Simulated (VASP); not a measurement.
Write the native input for VASP 6.6.1 that does the following.

```
Task                   : single point
Functional             : r2SCAN
Potentials or basis    : VASP PAW PBE potentials, release 64 (Bi_d)
Cutoff                 : 520 eV
k mesh                 : 12 × 12 × 10
Occupations            : gaussian, width 0.1 eV
Spin                   : no spin polarisation
Dipole correction      : no
Further INCAR settings : ALGO = Normal; EDIFF = 1e-07; NBANDS = 22
```

The system is Bi.

```xyz
2
Lattice="4.4586 0.0000 0.0000 -2.2293 3.8613 0.0000 0.0000 0.0000 4.2427" Properties=species:S:1:pos:R:3 pbc="T T T"
Bi    0.0000    2.5742    1.0607
Bi    2.2293    1.2871    3.1821
```

This isn't the form of Bi at room conditions, which is rhombohedral.

The input as run:

POSCAR

```
Bi
1.0
    4.4586370814      0.0000000000      0.0000000000
   -2.2293185407      3.8612929787      0.0000000000
    0.0000000000      0.0000000000      4.2427379311
Bi
2
Direct
    0.3333333333      0.6666666667      0.2500000000
    0.6666666667      0.3333333333      0.7500000000
```

INCAR.step1

```
PREC = Accurate ; ENCUT = 520
ISMEAR = 0 ; SIGMA = 0.1
LREAL = F ; LASPH = T
NELM = 60 ; NBANDS = 22
GGA = PE ; ALGO = Normal
EDIFF = 1E-4 ; LWAVE = T
LCHARG = F
```

INCAR.step2

```
PREC = Accurate ; ENCUT = 520
EDIFF = 1E-7 ; ISMEAR = 0
SIGMA = 0.1 ; LREAL = F
LASPH = T ; NELM = 60
ALGO = Normal ; ISIF = 2
LWAVE = F ; LCHARG = F
METAGGA = R2SCAN ; LMIXTAU = T
NBANDS = 22 ; ISTART = 1
```

KPOINTS

```
Automatic mesh
0
Gamma
  12 12 10
```

Potentials or basis: VASP PAW PBE potentials, release 64 (Bi_d).

Launch:

```console
$ cat potpaw_PBE.64/Bi_d/POTCAR > POTCAR
$ cp INCAR.step1 INCAR
$ mpirun -np 1 vasp_std > vasp.out
$ cp INCAR.step2 INCAR
$ mpirun -np 1 vasp_std > vasp.out
```

Results of the run:

```json
{
  "Pressure": "-2.3 GPa",
  "Band gap on the k mesh": "zero (bands 15 and 16 overlap by 2.42 eV)"
}
```

Caveat: the PAW data sets were made with another functional, which shifts forces and pressure a little; spin-orbit coupling is left out, which moves the levels of the heavy elements.

Wall time 8.8 min on 1 thread of Intel Xeon 8259CL, with other jobs on the host, peak memory 0.3 GiB.
